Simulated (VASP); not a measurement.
Runs of VASP 6.6.1 on La. The structure is that of space group Im-3m (No. 229), or close to it. The cells are those of the table. 

| task | cell | cutoff (eV) | gap on the mesh (eV) | pressure (GPa) | relaxed volume (Å³/atom) |
| --- | --- | --- | --- | --- | --- |
| single point | a = 3.504 Å, angles 109.5°, 1 atom | 520 | none | -0.1 | - |
| single point | a = 3.190 Å, angles 109.5°, 1 atom | 520 | none | (a) | - |
| relaxation of cell and atoms | relaxed from a = 3.479 Å, angles 109.5°, 1 atom | 600 | none | 0.0 | 33.06 |
| relaxation of cell and atoms | relaxed from a = 3.504 Å, angles 109.5°, 1 atom | 600 | none | 0.0 | 33.06 |

Alike in all rows: level LDA; potentials or basis VASP PAW LDA potentials, release 64 (La); no spin polarisation; k mesh 14 × 14 × 14; smearing fermi-dirac 0.05 eV.

**Question.** Estimate the missing entries.

**Answer.** (a) 12.0.

Caveats: spin-orbit coupling is left out, which moves the levels of the heavy elements.

A k mesh can miss the band edges, and the runs leave out spin-orbit coupling on La.

A gap of «none» marks levels without a gap at the run's occupations.
